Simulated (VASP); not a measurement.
# TlCl (Pm-3m) in VASP: a series of runs

Aim: see how the results for TlCl move with the level of theory and the settings. Levels: PBE, LDA. Tasks: single point.

All numbers are computed with VASP 6.6.1; they aren't measurements. Logs are shortened: lines on timing, memory, paths and dates and some standing lists are left out, and cuts for length are marked.

**1. The cell of the first run**

It takes space group Pm-3m (No. 221, cubic). The conventional cell has a = 3.794 Å, b = 3.794 Å, c = 3.794 Å, α = 90.00°, β = 90.00°, γ = 90.00°. Tl (site symmetry m-3m) has 8 Cl at 3.29 Å and 6 Tl at 3.79 Å within 4.3 Å. Within 4.3 Å of Cl (site symmetry m-3m) lie 8 Tl at 3.29 Å and 6 Cl at 3.79 Å.

**2. Single point, PBE**

Contents of INCAR:

```
PREC = Accurate ; ENCUT = 500
EDIFF = 1E-6 ; ISMEAR = 0
SIGMA = 0.01 ; LREAL = False
LASPH = True ; NELM = 120
ALGO = Normal ; ISIF = 2
LWAVE = False ; LCHARG = False
GGA = PE ; NBANDS = 17
GGA_COMPAT = False
```

Contents of KPOINTS:

```
regular mesh
0
Gamma
  4 4 4
```

Contents of POSCAR:

```
TlCl
1.0
    3.7936346943      0.0000000000      0.0000000000
    0.0000000000      3.7936346943      0.0000000000
    0.0000000000      0.0000000000      3.7936346943
Tl Cl
1 1
Direct
    0.0000000000      0.0000000000      0.0000000000
    0.5000000000      0.5000000000      0.5000000000
```

Potentials or basis: VASP PAW PBE potentials, release 64 (Tl_d, Cl).

Run with:

```
cat potpaw_PBE.64/Tl_d/POTCAR potpaw_PBE.64/Cl/POTCAR > POTCAR
mpirun -np 1 vasp_std > vasp.out
```

OUTCAR:

```text
PREC = Accurate
   ENCUT = 500
   EDIFF = 1E-6
   ISMEAR = 0
   LREAL = False
   LASPH = True
   NELM = 120
   ISIF = 2
   GGA = PE

 ion  position               nearest neighbor table
   1  0.000  0.000  0.000-   2 3.29   2 3.29   2 3.29   2 3.29   2 3.29   2 3.29   2 3.29   2 3.29

   2  0.500  0.500  0.500-   1 3.29   1 3.29   1 3.29   1 3.29   1 3.29   1 3.29   1 3.29   1 3.29

  LATTYP: Found a simple cubic cell.
 ALAT       =     3.7936346943

  Lattice vectors:

 A1 = (   3.7936346943,   0.0000000000,   0.0000000000)
 A2 = (   0.0000000000,   3.7936346943,   0.0000000000)
 A3 = (   0.0000000000,   0.0000000000,   3.7936346943)

Analysis of symmetry for initial positions (statically):
=====================================================================
 Subroutine PRICEL returns:
 Original cell was already a primitive cell.

 Routine SETGRP: Setting up the symmetry group for a
 simple cubic supercell.

 Subroutine GETGRP returns: Found 48 space group operations
 (whereof 48 operations were pure point group operations)
 out of a pool of 48 trial point group operations.

The static configuration has the point symmetry O_h .

Analysis of symmetry for dynamics (positions and initial velocities):
=====================================================================
 Subroutine PRICEL returns:
 Original cell was already a primitive cell.

 Routine SETGRP: Setting up the symmetry group for a
 simple cubic supercell.

 Subroutine GETGRP returns: Found 48 space group operations
 (whereof 48 operations were pure point group operations)
 out of a pool of 48 trial point group operations.

The dynamic configuration has the point symmetry O_h .

 Subroutine INISYM returns: Found 48 space group operations
 (whereof 48 operations are pure point group operations),
 and found     1 'primitive' translations

----------------------------------------------------------------------------------------

                                     Primitive cell

  volume of cell :      54.5967

  direct lattice vectors                    reciprocal lattice vectors
     3.793634694  0.000000000  0.000000000     0.263599445  0.000000000  0.000000000
     0.000000000  3.793634694  0.000000000     0.000000000  0.263599445  0.000000000
     0.000000000  0.000000000  3.793634694     0.000000000  0.000000000  0.263599445

  length of vectors
     3.793634694  3.793634694  3.793634694     0.263599445  0.263599445  0.263599445

  position of ions in fractional coordinates (direct lattice)
     0.000000000  0.000000000  0.000000000
     0.500000000  0.500000000  0.500000000

  ion indices of the primitive-cell ions
   primitive index   ion index
                 1           1
                 2           2

----------------------------------------------------------------------------------------

 KPOINTS: regular mesh

Automatic generation of k-mesh.
 Grid dimensions read from file:
 generate k-points for:    4    4    4

 Generating k-lattice:

  Cartesian coordinates                     Fractional coordinates (reciprocal lattice)
     0.065899861  0.000000000  0.000000000     0.250000000  0.000000000  0.000000000
     0.000000000  0.065899861  0.000000000     0.000000000  0.250000000  0.000000000
     0.000000000  0.000000000  0.065899861     0.000000000  0.000000000  0.250000000

  Length of vectors
     0.065899861  0.065899861  0.065899861

  Shift w.r.t. Gamma in fractional coordinates (k-lattice)
     0.000000000  0.000000000  0.000000000

 Subroutine IBZKPT returns following result:
 ===========================================

 Found     10 irreducible k-points:

 Following reciprocal coordinates:
            Coordinates               Weight
  0.000000  0.000000  0.000000      1.000000
  0.250000  0.000000  0.000000      6.000000
  0.500000  0.000000  0.000000      3.000000
  0.250000  0.250000  0.000000     12.000000
  0.500000  0.250000  0.000000     12.000000
  0.500000  0.500000  0.000000      3.000000
  0.250000  0.250000  0.250000      8.000000
  0.500000  0.250000  0.250000     12.000000
  0.500000  0.500000  0.250000      6.000000
  0.500000  0.500000  0.500000      1.000000
   k-points           NKPTS =     10   k-points in BZ     NKDIM =     10   number of bands    NBANDS=     17
   number of dos      NEDOS =    301   number of ions     NIONS =      2
   total plane-waves  NPLWV =  21952
   dimension x,y,z NGX =    28 NGY =   28 NGZ =   28
   dimension x,y,z NGXF=    56 NGYF=   56 NGZF=   56
   ions per type =               1   1
   NGX,Y,Z   is equivalent  to a cutoff of  12.27, 12.27, 12.27 a.u.
   NGXF,Y,Z  is equivalent  to a cutoff of  24.54, 24.54, 24.54 a.u.
 SYSTEM =  unknown system
   PREC   = accura    normal or accurate (medium, high low for compatibility)
   ISTART =      0    job   : 0-new  1-cont  2-samecut
   ICHARG =      2    charge: 1-file 2-atom 10-const
   ISPIN  =      1    spin polarized calculation?
   LNONCOLLINEAR =      F non collinear calculations
   LSORBIT =      F    spin-orbit coupling
   LASPH  =      T    aspherical Exc in radial PAW
   ENCUT  =  500.0 eV  36.75 Ry    6.06 a.u.   6.92  6.92  6.92*2*pi/ulx,y,z
   NELM   =    120;   NELMIN=  2; NELMDL= -5     # of ELM steps
   EDIFF  = 0.1E-05   stopping-criterion for ELM
   LREAL  =      F    real-space projection
   EDIFFG = 0.1E-04   stopping-criterion for IOM
   NSW    =      0    number of steps for IOM
   IBRION =     -1    ionic relax: 0-MD 1-quasi-New 2-CG
   NFREE  =      0    steps in history (QN), initial steepest desc. (CG)
   ISIF   =      2    stress and relaxation
   ISYM   =      2    0-nonsym 1-usesym 2-fastsym
   POTIM  = 0.5000    time-step for ionic-motion
   TEBEG  =    0.0;   TEEND  =   0.0 temperature during run
   PSTRESS=    0.0 pullay stress
   NELECT =      20.0000    total number of electrons
   NUPDOWN=      -1.0000    fix difference up-down
   EMIN   =  10.00;   EMAX   =-10.00  energy-range for DOS
   EFERMI =   0.00;   METHOD = LEGACY
   ISMEAR =     0;   SIGMA  =   0.01  broadening in eV -4-tet -1-fermi 0-gaus
   EFERMI_NEDOS =   21; number of points for ismear=-14 and -15
   IALGO  =     38    algorithm
   IMIX   =      4    mixing-type and parameters
     AMIX     =   0.40;   BMIX     =  1.00
     AMIX_MAG =   1.60;   BMIX_MAG =  1.00
  volume/ion in A,a.u.               =      27.30       184.22
  Fermi-wavevector in a.u.,A,eV,Ry     =   1.171375  2.213578 18.668821  1.372120
  Thomas-Fermi vector in A             =   2.307820
   LORBIT       =      0    0 simple, 1 ext, 2 COOP (PROOUT), +10 PAW based schemes
   GGA     = PE    functional components
   LHFCALC =     F    Hartree Fock is set to
   AEXX    =    0.0000 exact exchange contribution
   IVDW    =     0    specifies the selected vdW correction
   LEPSILON=     F    determine dielectric tensor
   LRPA    =     F    only Hartree local field effects (RPA)
 non-spin polarized calculation
 Gauss-broadening in eV      SIGMA  =   0.01
  energy-cutoff  :      500.00
  volume of cell :       54.60
 maximum number of plane-waves:      1406
 NGX is ok and might be reduce to    28
   NGX = 13   NGY = 13   NGZ = 13

 number of electron      20.0000002 magnetization

 Free energy of the ion-electron system (eV)
  ---------------------------------------------------
  ext. energy  EPLUGINS =         0.00000000
  ---------------------------------------------------
  free energy    TOTEN  =        -5.97692331 eV

  energy without entropy =       -5.97692331  energy(sigma->0) =       -5.97692331

 E-fermi :   3.1813     XC(G=0):  -9.2922

 val. band max:        3.0915068962   @ k =   0.5000   0.0000   0.0000
 cond. band min:       5.0861478869   @ k =   0.5000   0.0000   0.0000
 fundamental gap:      1.9946409908
 Fermi energy:         3.1812859376

 k-point     1 :       0.0000    0.0000    0.0000
  band No.  band energies     occupation
      1     -10.8934      2.00000
      2      -6.9283      2.00000
      3      -6.9283      2.00000
      4      -6.6600      2.00000
      5      -6.6600      2.00000
      6      -6.6600      2.00000
[... 9 lines left out ...]
     16      15.9429      0.00000
     17      17.3079      0.00000

 k-point     2 :       0.2500    0.0000    0.0000
  band No.  band energies     occupation
      1     -10.7589      2.00000
      2      -6.9201      2.00000
      3      -6.8342      2.00000
      4      -6.7059      2.00000
      5      -6.7059      2.00000
      6      -6.6558      2.00000
[... 9 lines left out ...]
     16      16.3514      0.00000
     17      17.2910      0.00000

 k-point     3 :       0.5000    0.0000    0.0000
  band No.  band energies     occupation
      1     -10.6140      2.00000
      2      -6.9118      2.00000
      3      -6.7507      2.00000
      4      -6.7507      2.00000
      5      -6.7483      2.00000
      6      -6.6516      2.00000
[... 9 lines left out ...]
     16      17.2176      0.00000
     17      17.2338      0.00000

 k-point     4 :       0.2500    0.2500    0.0000
  band No.  band energies     occupation
      1     -10.6600      2.00000
      2      -6.8730      2.00000
      3      -6.7689      2.00000
      4      -6.7166      2.00000
      5      -6.7019      2.00000
      6      -6.6925      2.00000
[... 9 lines left out ...]
     16      15.0091      0.00000
     17      15.3693      0.00000

 k-point     5 :       0.5000    0.2500    0.0000
  band No.  band energies     occupation
      1     -10.5569      2.00000
      2      -6.8544      2.00000
      3      -6.7380      2.00000
      4      -6.7209      2.00000
      5      -6.6886      2.00000
      6      -6.6787      2.00000
[... 9 lines left out ...]
     16      15.6614      0.00000
     17      16.3081      0.00000

 k-point     6 :       0.5000    0.5000    0.0000
  band No.  band energies     occupation
      1     -10.4989      2.00000
      2      -6.8232      2.00000
      3      -6.7252      2.00000
      4      -6.7252      2.00000
      5      -6.6825      2.00000
      6      -6.5857      2.00000
[... 9 lines left out ...]
     16      14.5122      0.00000
     17      14.8037      0.00000

 k-point     7 :       0.2500    0.2500    0.2500
  band No.  band energies     occupation
      1     -10.5707      2.00000
      2      -6.7685      2.00000
      3      -6.7685      2.00000
      4      -6.7441      2.00000
      5      -6.7441      2.00000
      6      -6.6833      2.00000
[... 9 lines left out ...]
     16      15.2850      0.00000
     17      17.9302      0.00000

 k-point     8 :       0.5000    0.2500    0.2500
  band No.  band energies     occupation
      1     -10.4775      2.00000
      2      -6.8071      2.00000
      3      -6.7547      2.00000
      4      -6.7452      2.00000
      5      -6.7044      2.00000
      6      -6.6527      2.00000
[... 9 lines left out ...]
     16      14.9176      0.00000
     17      18.6742      0.00000

 k-point     9 :       0.5000    0.5000    0.2500
  band No.  band energies     occupation
      1     -10.3950      2.00000
      2      -6.7971      2.00000
      3      -6.7971      2.00000
      4      -6.7693      2.00000
      5      -6.7023      2.00000
      6      -6.5835      2.00000
[... 9 lines left out ...]
     16      15.3644      0.00000
     17      19.3369      0.00000

 k-point    10 :       0.5000    0.5000    0.5000
  band No.  band energies     occupation
      1     -10.2833      2.00000
      2      -6.8656      2.00000
      3      -6.8656      2.00000
      4      -6.8656      2.00000
      5      -6.5812      2.00000
      6      -6.5812      2.00000
[... 9 lines left out ...]
     16      16.1114      0.00000
     17      20.1594      0.00000

------------------------ aborting loop because EDIFF is reached ----------------------------------------

  FORCE on cell =-STRESS in cart. coord.  units (eV):
  Direction    XX          YY          ZZ          XY          YZ          ZX
  --------------------------------------------------------------------------------------
  -------------------------------------------------------------------------------------
  Total        0.7843760      0.7843760      0.7843760      0.0000000      0.0000000      0.0000000
  in kB       23.0180408     23.0180408     23.0180408      0.0000000      0.0000000      0.0000000
  external PRESSURE =      23.0180408 kB  Pullay stress =       0.0000000 kB

 VOLUME and BASIS-vectors are now :
 -----------------------------------------------------------------------------
  energy-cutoff  :      500.00
  volume of cell :       54.60
      direct lattice vectors                 reciprocal lattice vectors
     3.793634694  0.000000000  0.000000000     0.263599445  0.000000000  0.000000000
     0.000000000  3.793634694  0.000000000     0.000000000  0.263599445  0.000000000
     0.000000000  0.000000000  3.793634694     0.000000000  0.000000000  0.263599445

 POSITION                                       TOTAL-FORCE (eV/Angst)
 -----------------------------------------------------------------------------------
      0.00000      0.00000      0.00000         0.000000      0.000000      0.000000
      1.89682      1.89682      1.89682         0.000000      0.000000      0.000000
 -----------------------------------------------------------------------------------
    total drift:                               -0.000000      0.000000      0.000000

  FREE ENERGIE OF THE ION-ELECTRON SYSTEM (eV)
  ---------------------------------------------------
  free  energy   TOTEN  =        -5.9769233113 eV

  energy  without entropy=       -5.9769233113  energy(sigma->0) =       -5.97692331
```

It took 14 s on 1 thread of Intel Xeon 8259CL, shared host; peak memory 0.15 GiB.

Results:

```yaml
Free_energy: -5.9769 eV
Pressure: 2.3 GPa
Band_gap_on_the_k_mesh: 1.99 eV
```

Levels at points of the mesh, in eV from the valence-band top:
| k point | band 7 | band 8 | band 9 | band 10 | band 11 | band 12 | band 13 | band 14 |
| --- | --- | --- | --- | --- | --- | --- | --- | --- |
| (0.00, 0.00, 0.00) | -4.65 | -1.68 | -1.68 | -1.68 | 7.75 | 7.75 | 7.93 | 7.93 |
| (0.50, 0.00, 0.00) | -5.65 | -1.22 | -1.22 | 0.00 | 1.99 | 6.56 | 6.56 | 8.66 |
| (0.50, 0.50, 0.00) | -3.43 | -3.22 | -3.22 | -1.18 | 4.91 | 4.91 | 8.42 | 8.60 |
| (0.50, 0.50, 0.50) | -2.18 | -2.18 | -2.18 | -2.14 | 2.41 | 2.41 | 2.41 | 13.02 |

Caveat: spin-orbit coupling is left out, which moves the levels of the heavy elements. A k mesh can miss the band edges.

(Part 1 of 2 ends here.)
